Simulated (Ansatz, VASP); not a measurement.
# One calculation of PtC2, two programs

```xyz
6
Lattice="4.0161 0.0000 0.0000 0.0000 5.0245 0.0000 0.0000 0.0000 3.0487" Properties=species:S:1:pos:R:3 pbc="T T T"
Pt    0.0000    0.0000    0.0000
Pt    2.0081    2.5122    1.5243
C     0.5256    2.0722    0.0000
C     3.4905    2.9523    0.0000
C     2.5337    0.4400    1.5243
C     1.4824    4.5844    1.5243
```

Alike in both runs: functional PBE; k mesh 10 × 8 × 12; occupations gaussian, width 0.1 eV; no spin polarisation.

Ansatz relaxed the structure, and its values are those at the end. VASP's run is a single point on that final structure, the one shown.

```csv
,VASP,Ansatz
version,VASP 6.6.1,Ansatz 0.2.0
potentials or method,"VASP PAW PBE potentials, release 64 (Pt, C), cutoff 520 eV","scalar-relativistic, plane waves, PAW"
valence electrons in the cell,36,52
```

Ansatz gave:

| Item | Value |
| --- | --- |
| gap on the k mesh at the Fermi level (eV) | none |
| pressure (GPa) | 0.0 |
| rms of the force components (eV/Å) | 0.003 |

Which values does VASP return?

gap on the k mesh at the Fermi level (eV): none; pressure (GPa): 0.1; rms of the force components (eV/Å): 0.028.

A gap of «none» marks a metal or a gap that the smearing closes. VASP's potentials hold 36 valence electrons a cell and Ansatz's 52, so a difference there can come from the potentials and not from the codes.

Spin-orbit coupling is off throughout.
